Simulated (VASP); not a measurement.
The system is Ta.

```
Ta
1.0
     0.00000    2.09238    2.09238
     2.09238    0.00000    2.09238
     2.09238    2.09238    0.00000
Ta
1
Direct
  0.00000 0.00000 0.00000
```

This isn't the form of Ta at room conditions, which is bcc.

- Program: VASP 6.6.1
- Task: relaxation of cell and atoms
- Functional: PBE
- Potentials or basis: VASP PAW PBE potentials, release 64 (Ta_pv)
- Cutoff: 600 eV
- k mesh: 17 × 17 × 17
- Occupations: fermi-dirac, width 0.05 eV
- Spin: no spin polarisation

At the start: pressure 5.5 GPa; volume 18.32 Å³/atom.

Q: Where does the relaxation end?

A: Over 4 steps the energy falls by 8.5 meV/atom and the volume is 18.83 Å³/atom (+2.8 %); space group Fm-3m (No. 225, to 0.1 Å) before and after.

The path:
| step | energy change (eV) | largest force (eV/Å) | pressure (GPa) | volume (Å³) |
| --- | --- | --- | --- | --- |
| 1 | 0.0000 | 0.0000 | 5.53 | 18.32 |
| 2 | 0.0346 | 0.0000 | -10.73 | 20.05 |
| 3 | -0.0085 | 0.0000 | -0.11 | 18.84 |
| 4 | -0.0085 | 0.0000 | 0.00 | 18.83 |

Final structure:
```
Ta
1.0
     0.00000    2.11147    2.11147
     2.11147    0.00000    2.11147
     2.11147    2.11147    0.00000
Ta
1
Direct
  0.00000 0.00000 0.00000
```
